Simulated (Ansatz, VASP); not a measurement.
**One calculation of BAs, two programs**

File POSCAR:

```
BAs
1.0
    0.0000000000      2.3679489280      2.4029739393
    2.3679489280      0.0000000000      2.4029739393
    2.3679489280      2.3679489280      0.0000000000
B As
1 1
Direct
    0.0000000000      0.0000000000      0.0000000000
    0.2500000000      0.2500000000      0.2500000000
```

Contents of INCAR.step1:

```
SYSTEM = BAs
ALGO = Normal
EDIFF = 1E-5
ENCUT = 520
GGA = PE
ISIF = 2
ISMEAR = 0
LASPH = .TRUE.
LREAL = .FALSE.
LWAVE = .TRUE.
NBANDS = 11
NELM = 60
PREC = Accurate
SIGMA = 0.01
```

The input INCAR.step2:

```
SYSTEM = BAs
ALGO = Normal
EDIFF = 1E-7
ENCUT = 520
GGA = PE
HFSCREEN = 0.2079
ISIF = 2
ISMEAR = 0
ISTART = 1
LASPH = .TRUE.
LCHARG = .TRUE.
LELF = .TRUE.
LHFCALC = .TRUE.
LREAL = .FALSE.
LVHAR = .TRUE.
LWAVE = .FALSE.
NBANDS = 11
NELM = 60
PREC = Accurate
PRECFOCK = Normal
SIGMA = 0.01
```

File KPOINTS:

```
k-points
0
G
  6 6 6
  0 0 0
```

Input for Ansatz:

```yaml
crystal:
  lattice:
    - [0.0, 2.367948928, 2.4029739393]
    - [2.367948928, 0.0, 2.4029739393]
    - [2.367948928, 2.367948928, 0.0]
  atoms:
    - { symbol: B, position: [0.0, 0.0, 0.0] }
    - { symbol: As, position: [0.25, 0.25, 0.25] }
kpoints:
  mp_grid: { grid: [6, 6, 6] }
  band_path:
    path:
      - [0.0, 0.0, 0.0]
      - [-0.5, -0.5, 0.0]
      - [-0.375, -0.375, 0.25]
      - [-0.375, 0.0, 0.375]
      - [0.0, 0.0, 0.5]
      - [-0.5, -0.25, 0.25]
      - [0.0, 0.398437, 0.398438]
    npoints: 1
hamiltonian:
  xc: hse06
scf:
  occupations: { method: fixed }
  n_extra_bands: 4
output:
  forces: true
  stress: true
  eigenvalues: true
```

Change from the starting cell: epitaxial_xy strain -1.0%.

Alike in both runs: task single point; functional HSE06; k mesh 6 × 6 × 6; no spin polarisation.

|  | VASP | Ansatz |
| --- | --- | --- |
| version | VASP 6.6.1 | Ansatz 0.2.0 |
| potentials or method | VASP PAW PBE potentials, release 64 (B, As) | plane waves, PAW |
| plane-wave cutoff (eV) | 520 | 420 |
| occupations | gaussian, width 0.01 eV | fixed |
| valence electrons in the cell | 8 | 18 |

Ansatz gave:

* gap on the k mesh at the Fermi level (eV): 1.81
* pressure (GPa): 1.2
* traceless stress, the component that is largest in VASP (GPa): -2.25

Question: What did VASP give for the same quantities?

Answer: gap on the k mesh at the Fermi level (eV): 1.82; pressure (GPa): 1.1; traceless stress, the component that is largest in VASP (GPa): -2.25.

VASP's potentials hold 8 valence electrons a cell and Ansatz's 18, so a difference there can come from the potentials and not from the codes. Ansatz's warnings: stress exchange threshold loose, stress scf threshold loose.
